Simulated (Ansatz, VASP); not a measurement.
AlN in VASP and in Ansatz

```
Al N
1.0
     2.58546    0.00000    0.00000
     0.00000    2.58546    0.00000
     0.00000    0.00000    2.58546
Al N
1 1
Cartesian
  0.0000 0.0000 0.0000
  1.2927 1.2927 1.2927
```

Alike in both runs: task single point; functional HSE06; k mesh 4 × 4 × 4; occupations fermi-dirac, width 0.02 eV; no spin polarisation.

|  | VASP | Ansatz |
| --- | --- | --- |
| version | VASP 6.6.1 | Ansatz 0.2.0 |
| potentials or method | VASP PAW PBE potentials, release 64 (Al, N) | plane waves, PAW |
| plane-wave cutoff (eV) | 520 | 420 |
| valence electrons in the cell | 8 | 8 |

Ansatz gave:

```
pressure (GPa) : -3.4
```

What did VASP give for the same quantities?

Pressure (GPa): -3.3.

Ansatz's warnings: stress exchange threshold loose, stress scf threshold loose.

The k mesh is coarse, so the values compare programs but aren't converged.
